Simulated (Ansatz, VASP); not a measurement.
# Ta5N: VASP beside Ansatz

```
Ta N
1.0
     3.22560    0.00000    0.00000
     0.00000    3.22560    0.00000
     0.00000    0.00000   18.18801
Ta N
10 2
Direct
  0.00000 0.50000 0.73617
  0.50000 0.00000 0.64237
  0.00000 0.50000 0.54706
  0.00000 0.50000 0.93163
  0.00000 0.50000 0.17296
  0.50000 0.00000 0.06837
  0.50000 0.00000 0.82704
  0.50000 0.00000 0.26383
  0.00000 0.50000 0.35763
  0.50000 0.00000 0.45294
  0.00000 0.50000 0.05263
  0.50000 0.00000 0.94737
```

Alike in both runs: functional PBE; k mesh 10 × 10 × 2; occupations gaussian, width 0.1 eV; no spin polarisation.

Ansatz relaxed the structure, and its values are those at the end. VASP's run is a single point on that final structure, the one shown.

|  | VASP | Ansatz |
| --- | --- | --- |
| version | VASP 6.6.1 | Ansatz 0.2.0 |
| potentials or method | VASP PAW PBE potentials, release 64 (Ta_pv, N), cutoff 520 eV | scalar-relativistic, plane waves, PAW |
| valence electrons in the cell | 120 | 140 |

```csv
,VASP,Ansatz,Ansatz less VASP
gap on the k mesh at the Fermi level (eV),none,none,-
pressure (GPa),0.2,0.0,-0.22
rms of the force components (eV/Å),0.008,0.001,-0.0069
```

A gap of «none» marks a metal or a gap that the smearing closes. With one functional, cell and mesh, what is left measures potentials, basis and numerics. VASP's potentials hold 120 valence electrons a cell and Ansatz's 140, so a difference there can come from the potentials and not from the codes.

Neither program's run includes spin-orbit coupling.
